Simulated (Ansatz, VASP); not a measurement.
Ru: VASP beside Ansatz

```
Ru
1.0
     0.00000    1.91500    1.91500
     1.91500    0.00000    1.91500
     1.91500    1.91500    0.00000
Ru
1
Direct
  0.00000 0.00000 0.00000
```

Alike in both runs: task single point; functional LDA; k mesh 8 × 8 × 8; occupations gaussian, width 0.1 eV; no spin polarisation.

|  | VASP | Ansatz |
| --- | --- | --- |
| version | VASP 6.6.1 | Ansatz 0.2.0 |
| potentials or method | VASP PAW LDA potentials, release 64 (Ru_pv), cutoff 500 eV | scalar-relativistic, plane waves, PAW |
| valence electrons in the cell | 14 | 16 |

VASP gave:

* gap on the k mesh at the Fermi level (eV): none
* pressure (GPa): -20.5

Task: What did Ansatz give for the same quantities?

Result: gap on the k mesh at the Fermi level (eV): none; pressure (GPa): -21.3.

LDA's correlation is that of Perdew and Zunger in VASP and of Perdew and Wang (1992) in Ansatz. A gap of «none» marks a metal or a gap that the smearing closes. VASP's potentials hold 14 valence electrons a cell and Ansatz's 16, so a difference there can come from the potentials and not from the codes.
